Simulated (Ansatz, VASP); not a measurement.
# FeO in VASP and in Ansatz

Contents of INCAR:

```
  ALGO = Normal
  EDIFF = 1E-6
  ENCUT = 600
  GGA = PS
  GGA_COMPAT = False
  ISIF = 2
  ISMEAR = -1
  ISPIN = 2
  LASPH = True
  LCHARG = False
  LMAXMIX = 4
  LORBIT = 11
  LREAL = False
  LWAVE = False
  MAGMOM = 3 0
  NBANDS = 22
  NELM = 200
  PREC = Accurate
  SIGMA = 0.05
```

File KPOINTS:

```
k-points
0
Gamma
  9 9 9
```

The input POSCAR:

```
FeO
1.0
    0.0000000000      2.1122920000      2.1554000000
    2.1122920000      0.0000000000      2.1554000000
    2.1122920000      2.1122920000      0.0000000000
Fe O
1 1
Direct
    0.0000000000      0.0000000000      0.0000000000
    0.5000000000      0.5000000000      0.5000000000
```

File input.yaml:

```yaml
crystal:
  lattice:
    - [0.0, 2.112292, 2.1554]
    - [2.112292, 0.0, 2.1554]
    - [2.112292, 2.112292, 0.0]
  atoms:
    - { symbol: Fe, position: [0.0, 0.0, 0.0], spin: 3.0 }
    - { symbol: O, position: [0.5, 0.5, 0.5] }
hamiltonian:
  xc: pbesol
  pseudopotentials: { kind: paw }
magnetization:
  spin_polarized: true
kpoints:
  mp_grid: { grid: [9, 9, 9] }
scf:
  occupations: { method: fermi_dirac, width: 0.05 }
output:
  forces: true
  stress: true
  eigenvalues: true
```

Alike in both runs: task single point; functional PBEsol; k mesh 9 × 9 × 9; occupations fermi-dirac, width 0.05 eV; collinear spin.

|  | VASP | Ansatz |
| --- | --- | --- |
| version | VASP 6.6.1 | Ansatz 0.2.0 |
| potentials or method | VASP PAW PBE potentials, release 64 (Fe_sv, O) | Ansatz PAW |
| plane-wave cutoff (eV) | 600 | 420 |
| valence electrons in the cell | 22 | 22 |

Ansatz gave:

| Item | Value |
| --- | --- |
| gap on the k mesh at the Fermi level (eV) | none |
| pressure (GPa) | -1.0 |
| traceless stress, the component that is largest in VASP (GPa) | -2.01 |
| net moment per atom (μB) | 2.00 |
| size of the moment on the site where the two differ most (μB) | 3.41 |

**Question.** What did VASP give for the same quantities?

**Answer.** gap on the k mesh at the Fermi level (eV): none; pressure (GPa): -3.3; traceless stress, the component that is largest in VASP (GPa): -1.96; net moment per atom (μB): 2.00; size of the moment on the site where the two differ most (μB): 3.46.

VASP's potentials were made for PBE, not for PBEsol. Site moments also hang on the region over which each program counts them. A gap of «none» marks a metal or a gap that the smearing closes.
